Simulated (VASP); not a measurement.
# GeSe (Pnma) in VASP: single point with PBEsol

Aim: the single point of GeSe with PBEsol.

Everything below comes from runs of VASP 6.6.1. Logs are shortened: lines on timing, memory, paths and dates and some standing lists are left out, and cuts for length are marked.

## (1) The cell of the first run

It takes space group Pnma (No. 62, orthorhombic). The conventional cell has a = 10.714 Å, b = 3.854 Å, c = 4.262 Å, α = 90.00°, β = 90.00°, γ = 90.00°. Within 3.4 Å of Ge (site symmetry m) lie 6 Se at 2.57 to 3.27 Å and 2 Ge at 3.33 Å. Se (site symmetry m) has 6 Ge at 2.57 to 3.27 Å within 3.4 Å.

## (2) Single point, PBEsol

INCAR reads:

```
PREC = Accurate
ENCUT = 500
EDIFF = 1E-6
ISMEAR = -1
SIGMA = 0.02
LREAL = False
LASPH = True
NELM = 120
ALGO = Normal
ISIF = 2
LWAVE = False
LCHARG = False
GGA = PS
NBANDS = 50
GGA_COMPAT = False
```

KPOINTS reads:

```
Automatic mesh
0
Gamma
  4 8 6
```

POSCAR reads:

```
GeSe
1.0
   10.7142870167      0.0000000000      0.0000000000
    0.0000000000      3.8543340328      0.0000000000
    0.0000000000      0.0000000000      4.2616875608
Ge Se
4 4
Direct
    0.1193283692      0.7500000000      0.8937176540
    0.6193283692      0.7500000000      0.6062823460
    0.3806716308      0.2500000000      0.3937176540
    0.8806716308      0.2500000000      0.1062823460
    0.8558507543      0.7500000000      0.5060463875
    0.3558507543      0.7500000000     -0.0060463875
    0.6441492457      0.2500000000      1.0060463875
    0.1441492457      0.2500000000      0.4939536125
```

Potentials or basis: VASP PAW PBE potentials, release 64 (Ge_d, Se).

Started as:

```sh
$ cat potpaw_PBE.64/Ge_d/POTCAR potpaw_PBE.64/Se/POTCAR > POTCAR
$ mpirun -np 1 vasp_std > vasp.out
```

OUTCAR:

```text
PREC = Accurate
   ENCUT = 500
   EDIFF = 1E-6
   ISMEAR = -1
   LREAL = False
   LASPH = True
   NELM = 120
   ISIF = 2
   GGA = PS

 ion  position               nearest neighbor table
   1  0.119  0.750  0.894-   6 2.57   8 2.59   8 2.59
   2  0.619  0.750  0.606-   5 2.57   7 2.59   7 2.59
   3  0.381  0.250  0.394-   8 2.57   6 2.59   6 2.59
   4  0.881  0.250  0.106-   7 2.57   5 2.59   5 2.59
   5  0.856  0.750  0.506-   2 2.57   4 2.59   4 2.59
   6  0.356  0.750  0.994-   1 2.57   3 2.59   3 2.59
   7  0.644  0.250  0.006-   4 2.57   2 2.59   2 2.59
   8  0.144  0.250  0.494-   3 2.57   1 2.59   1 2.59

  LATTYP: Found a simple orthorhombic cell.
 ALAT       =     3.8543340328
 B/A-ratio  =     1.1056871367
 C/A-ratio  =     2.7798024057

  Lattice vectors:

 A1 = (   0.0000000000,   3.8543340328,   0.0000000000)
 A2 = (   0.0000000000,   0.0000000000,   4.2616875608)
 A3 = (  10.7142870167,   0.0000000000,   0.0000000000)

Analysis of symmetry for initial positions (statically):
=====================================================================
 Subroutine PRICEL returns:
 Original cell was already a primitive cell.

 Routine SETGRP: Setting up the symmetry group for a
 simple orthorhombic supercell.

 Subroutine GETGRP returns: Found  8 space group operations
 (whereof  2 operations were pure point group operations)
 out of a pool of  8 trial point group operations.

The static configuration has the point symmetry S_2 .
 The point group associated with its full space group is D_2h.

Analysis of symmetry for dynamics (positions and initial velocities):
=====================================================================
 Subroutine PRICEL returns:
 Original cell was already a primitive cell.

 Routine SETGRP: Setting up the symmetry group for a
 simple orthorhombic supercell.

 Subroutine GETGRP returns: Found  8 space group operations
 (whereof  2 operations were pure point group operations)
 out of a pool of  8 trial point group operations.

The dynamic configuration has the point symmetry S_2 .
 The point group associated with its full space group is D_2h.

 Subroutine INISYM returns: Found  8 space group operations
 (whereof  2 operations are pure point group operations),
 and found     1 'primitive' translations

----------------------------------------------------------------------------------------

                                     Primitive cell

  volume of cell :     175.9925

  direct lattice vectors                    reciprocal lattice vectors
    10.714287017  0.000000000  0.000000000     0.093333322  0.000000000  0.000000000
     0.000000000  3.854334033  0.000000000     0.000000000  0.259448193  0.000000000
     0.000000000  0.000000000  4.261687561     0.000000000  0.000000000  0.234648830

  length of vectors
    10.714287017  3.854334033  4.261687561     0.093333322  0.259448193  0.234648830

  position of ions in fractional coordinates (direct lattice)
     0.119328369  0.750000000  0.893717654
     0.619328369  0.750000000  0.606282346
     0.380671631  0.250000000  0.393717654
     0.880671631  0.250000000  0.106282346
     0.855850754  0.750000000  0.506046387
     0.355850754  0.750000000  0.993953613
     0.644149246  0.250000000  0.006046387
     0.144149246  0.250000000  0.493953613

  ion indices of the primitive-cell ions
   primitive index   ion index
                 1           1
                 2           2
                 3           3
                 4           4
                 5           5
                 6           6
                 7           7
                 8           8

----------------------------------------------------------------------------------------

 KPOINTS: Automatic mesh

Automatic generation of k-mesh.
 Grid dimensions read from file:
 generate k-points for:    4    8    6

 Generating k-lattice:

  Cartesian coordinates                     Fractional coordinates (reciprocal lattice)
     0.023333330  0.000000000  0.000000000     0.250000000  0.000000000  0.000000000
     0.000000000  0.032431024  0.000000000     0.000000000  0.125000000  0.000000000
     0.000000000  0.000000000  0.039108138     0.000000000  0.000000000  0.166666667

  Length of vectors
     0.023333330  0.032431024  0.039108138

  Shift w.r.t. Gamma in fractional coordinates (k-lattice)
     0.000000000  0.000000000  0.000000000

 Subroutine IBZKPT returns following result:
 ===========================================

 Found     60 irreducible k-points:

 Following reciprocal coordinates:
            Coordinates               Weight
  0.000000  0.000000  0.000000      1.000000
  0.250000  0.000000  0.000000      2.000000
  0.500000  0.000000  0.000000      1.000000
  0.000000  0.125000  0.000000      2.000000
  0.250000  0.125000  0.000000      4.000000
  0.500000  0.125000  0.000000      2.000000
[... 16 lines left out ...]
  0.250000  0.250000  0.166667      8.000000
  0.500000  0.250000  0.166667      4.000000
 [... further k-points ...]
   k-points           NKPTS =     60   k-points in BZ     NKDIM =     60   number of bands    NBANDS=     50
   number of dos      NEDOS =    301   number of ions     NIONS =      8
   total plane-waves  NPLWV =  71680
   dimension x,y,z NGX =    80 NGY =   28 NGZ =   32
   dimension x,y,z NGXF=   160 NGYF=   56 NGZF=   64
   ions per type =               4   4
   NGX,Y,Z   is equivalent  to a cutoff of  12.41, 12.08, 12.48 a.u.
   NGXF,Y,Z  is equivalent  to a cutoff of  24.83, 24.15, 24.97 a.u.
 SYSTEM =  unknown system
   PREC   = accura    normal or accurate (medium, high low for compatibility)
   ISTART =      0    job   : 0-new  1-cont  2-samecut
   ICHARG =      2    charge: 1-file 2-atom 10-const
   ISPIN  =      1    spin polarized calculation?
   LNONCOLLINEAR =      F non collinear calculations
   LSORBIT =      F    spin-orbit coupling
   LASPH  =      T    aspherical Exc in radial PAW
   ENCUT  =  500.0 eV  36.75 Ry    6.06 a.u.  19.53  7.03  7.77*2*pi/ulx,y,z
   NELM   =    120;   NELMIN=  2; NELMDL= -5     # of ELM steps
   EDIFF  = 0.1E-05   stopping-criterion for ELM
   LREAL  =      F    real-space projection
   EDIFFG = 0.1E-04   stopping-criterion for IOM
   NSW    =      0    number of steps for IOM
   IBRION =     -1    ionic relax: 0-MD 1-quasi-New 2-CG
   NFREE  =      0    steps in history (QN), initial steepest desc. (CG)
   ISIF   =      2    stress and relaxation
   ISYM   =      2    0-nonsym 1-usesym 2-fastsym
   POTIM  = 0.5000    time-step for ionic-motion
   TEBEG  =    0.0;   TEEND  =   0.0 temperature during run
   PSTRESS=    0.0 pullay stress
   NELECT =      80.0000    total number of electrons
   NUPDOWN=      -1.0000    fix difference up-down
   EMIN   =  10.00;   EMAX   =-10.00  energy-range for DOS
   EFERMI =   0.00;   METHOD = LEGACY
   ISMEAR =    -1;   SIGMA  =   0.02  broadening in eV -4-tet -1-fermi 0-gaus
   EFERMI_NEDOS =   21; number of points for ismear=-14 and -15
   IALGO  =     38    algorithm
   IMIX   =      4    mixing-type and parameters
     AMIX     =   0.40;   BMIX     =  1.00
     AMIX_MAG =   1.60;   BMIX_MAG =  1.00
  volume/ion in A,a.u.               =      22.00       148.46
  Fermi-wavevector in a.u.,A,eV,Ry     =   1.258752  2.378696 21.557832  1.584456
  Thomas-Fermi vector in A             =   2.392346
   LORBIT       =      0    0 simple, 1 ext, 2 COOP (PROOUT), +10 PAW based schemes
   GGA     = PS    functional components
   LHFCALC =     F    Hartree Fock is set to
   AEXX    =    0.0000 exact exchange contribution
   IVDW    =     0    specifies the selected vdW correction
   LEPSILON=     F    determine dielectric tensor
   LRPA    =     F    only Hartree local field effects (RPA)
 non-spin polarized calculation
  energy-cutoff  :      500.00
  volume of cell :      175.99
 maximum number of plane-waves:      4508
 NGX is ok and might be reduce to    80
   NGX = 39   NGY = 15   NGZ = 15

 number of electron      79.9999974 magnetization

 Free energy of the ion-electron system (eV)
  ---------------------------------------------------
  ext. energy  EPLUGINS =         0.00000000
  ---------------------------------------------------
  free energy    TOTEN  =       -36.99472665 eV

  energy without entropy =      -36.99472608  energy(sigma->0) =      -36.99472637

 E-fermi :   4.9717     XC(G=0): -10.3336

 val. band max:        4.7783810440   @ k =   0.0000   0.0000   0.3333
 cond. band min:       5.1547150031   @ k =   0.0000   0.0000   0.0000
 fundamental gap:      0.3763339591
 Fermi energy:         4.9716824589

 k-point     1 :       0.0000    0.0000    0.0000
  band No.  band energies     occupation
      1     -19.8554      2.00000
      2     -19.8517      2.00000
      3     -19.8508      2.00000
      4     -19.8499      2.00000
      5     -19.8493      2.00000
      6     -19.8486      2.00000
[... 42 lines left out ...]
     49       9.5782      0.00000
     50       9.8712      0.00000

 k-point     2 :       0.2500    0.0000    0.0000
  band No.  band energies     occupation
      1     -19.8550      2.00000
      2     -19.8525      2.00000
      3     -19.8507      2.00000
      4     -19.8497      2.00000
      5     -19.8494      2.00000
      6     -19.8482      2.00000
[... 42 lines left out ...]
     49       9.9077      0.00000
     50      10.0388      0.00000

 k-point     3 :       0.5000    0.0000    0.0000
  band No.  band energies     occupation
      1     -19.8539      2.00000
      2     -19.8539      2.00000
      3     -19.8503      2.00000
      4     -19.8503      2.00000
      5     -19.8486      2.00000
      6     -19.8486      2.00000
[... 1102 lines left out ...]
     49       8.8939      0.00000
     50       9.6623      0.00000

 k-point    24 :       0.5000    0.2500    0.1667
  band No.  band energies     occupation
      1     -19.8537      2.00000
      2     -19.8537      2.00000
      3     -19.8515      2.00000
      4     -19.8515      2.00000
      5     -19.8480      2.00000
      6     -19.8480      2.00000
[... 42 lines left out ...]
     49       9.0476      0.00000
     50       9.0476      0.00000

 [... further k-points ...]

------------------------ aborting loop because EDIFF is reached ----------------------------------------

  FORCE on cell =-STRESS in cart. coord.  units (eV):
  Direction    XX          YY          ZZ          XY          YZ          ZX
  --------------------------------------------------------------------------------------
  -------------------------------------------------------------------------------------
  Total        0.0714874      0.0754582      0.0704080      0.0000000     -0.0000000      0.0000000
  in kB        0.6507977      0.6869467      0.6409709      0.0000000     -0.0000000      0.0000000
  external PRESSURE =       0.6595718 kB  Pullay stress =       0.0000000 kB

 VOLUME and BASIS-vectors are now :
 -----------------------------------------------------------------------------
  energy-cutoff  :      500.00
  volume of cell :      175.99
      direct lattice vectors                 reciprocal lattice vectors
    10.714287017  0.000000000  0.000000000     0.093333322  0.000000000  0.000000000
     0.000000000  3.854334033  0.000000000     0.000000000  0.259448193  0.000000000
     0.000000000  0.000000000  4.261687561     0.000000000  0.000000000  0.234648830

 POSITION                                       TOTAL-FORCE (eV/Angst)
 -----------------------------------------------------------------------------------
      1.27852      2.89075      3.80875        -0.011030      0.000000      0.014205
      6.63566      2.89075      2.58379        -0.011030      0.000000     -0.014205
      4.07863      0.96358      1.67790         0.011030     -0.000000      0.014205
      9.43577      0.96358      0.45294         0.011030     -0.000000     -0.014205
      9.16983      2.89075      2.15661         0.009435      0.000000      0.014371
      3.81269      2.89075      4.23592         0.009435     -0.000000     -0.014371
      6.90160      0.96358      0.02577        -0.009435      0.000000      0.014371
      1.54446      0.96358      2.10508        -0.009435     -0.000000     -0.014371
 -----------------------------------------------------------------------------------
    total drift:                                0.000000      0.000000      0.000000

  FREE ENERGIE OF THE ION-ELECTRON SYSTEM (eV)
  ---------------------------------------------------
  free  energy   TOTEN  =       -36.9947266468 eV

  energy  without entropy=      -36.9947260843  energy(sigma->0) =      -36.99472637
```

It took 5.2 min on 1 thread of Intel Xeon Platinum 8375C at 2.90GHz (Ice Lake), shared host; peak memory 0.5 GiB.

Results:

| Property | Result |
| --- | --- |
| Free energy | -36.9947 eV |
| Pressure | 0.1 GPa |
| Largest force | 0.018 eV/Å |
| Band gap on the k mesh | 0.38 eV (least direct gap 0.76 eV) |

Forces on the atoms (eV/Å):
```
Ge  -0.011  0.000  0.014
Ge  -0.011  0.000 -0.014
Ge   0.011  0.000  0.014
Ge   0.011  0.000 -0.014
Se   0.009  0.000  0.014
Se   0.009  0.000 -0.014
Se  -0.009  0.000  0.014
Se  -0.009  0.000 -0.014
```

Caveat: the PAW data sets were made with another functional, which shifts forces and pressure a little.
